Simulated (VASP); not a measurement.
Te:

```
CELL_PARAMETERS angstrom
4.54136 0.00000 0.00000
-2.27068 3.93293 0.00000
0.00000 0.00000 6.04019
ATOMIC_POSITIONS crystal
Te 0.73100 0.73100 0.00000
Te 0.00000 0.26900 0.66667
Te 0.26900 0.00000 0.33333
```

Base run:

| Item | Value |
| --- | --- |
| Program | VASP 6.6.1 |
| Functional | PBE |
| Potentials or basis | VASP PAW PBE potentials, release 64 (Te) |
| Cutoff | 520 eV |
| k mesh | 7 × 7 × 5 |
| Occupations | fermi-dirac, width 0.05 eV |
| Spin | no spin polarisation |

Its results: band gap on the k mesh 0.64 eV (least direct gap 0.75 eV); pressure -1.2 GPa; largest force 0.132 eV/Å.

Problem. The run is repeated on the same cell with these changes: functional from PBE to LDA; potentials or basis from VASP PAW PBE potentials, release 64 (Te) to VASP PAW LDA potentials, release 64 (Te). What comes out?

Solution. Band gap on the k mesh 0.58 eV (least direct gap 0.71 eV); pressure -4.2 GPa; largest force 0.195 eV/Å.

Caveats: spin-orbit coupling is left out, which moves the levels of the heavy elements; an odd mesh through Γ misses points on the zone boundary, where band edges can lie; the cell stands under tension (at least some runs).
